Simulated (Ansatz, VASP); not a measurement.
## Two plane-wave programs on BW16

```
W B
1.0
     6.32000    0.00000    0.00000
     0.00000    6.32000    0.00000
     0.00000    0.00000    6.32000
W B
16 1
Direct
  0.00014 0.00255 0.99520
  0.50015 0.99020 0.98288
  0.00014 0.49809 0.99519
  0.00015 0.00255 0.49075
  0.30349 0.25029 0.24303
  0.50015 0.51041 0.98288
  0.50014 0.99012 0.50314
  0.69680 0.25029 0.24295
  0.00015 0.49805 0.49072
  0.25180 0.75029 0.24296
  0.25183 0.25029 0.74293
  0.50014 0.51045 0.50310
  0.74849 0.75029 0.24298
  0.74846 0.25029 0.74289
  0.24664 0.75028 0.74302
  0.75366 0.75028 0.74303
  0.00015 0.25028 0.24292
```

Alike in both runs: functional PBEsol; k mesh 3 × 3 × 3; occupations gaussian, width 0.1 eV; no spin polarisation.

Ansatz relaxed the structure, and its values are those at the end. VASP's run is a single point on that final structure, the one shown.

|  | VASP | Ansatz |
| --- | --- | --- |
| version | VASP 6.6.1 | Ansatz 0.2.0 |
| potentials or method | VASP PAW PBE potentials, release 64 (W_sv, B), cutoff 520 eV | scalar-relativistic, plane waves, PAW |
| valence electrons in the cell | 227 | 227 |

VASP gave:

```
rms of the force components (eV/Å) : 0.015
```

Question: What did Ansatz give for the same quantities?

Answer: rms of the force components (eV/Å): 0.005.

VASP's potentials were made for PBE, not for PBEsol, and Ansatz warns of the same on its side. With one functional, cell and mesh, what is left measures potentials, basis and numerics.

Spin-orbit coupling is off throughout.
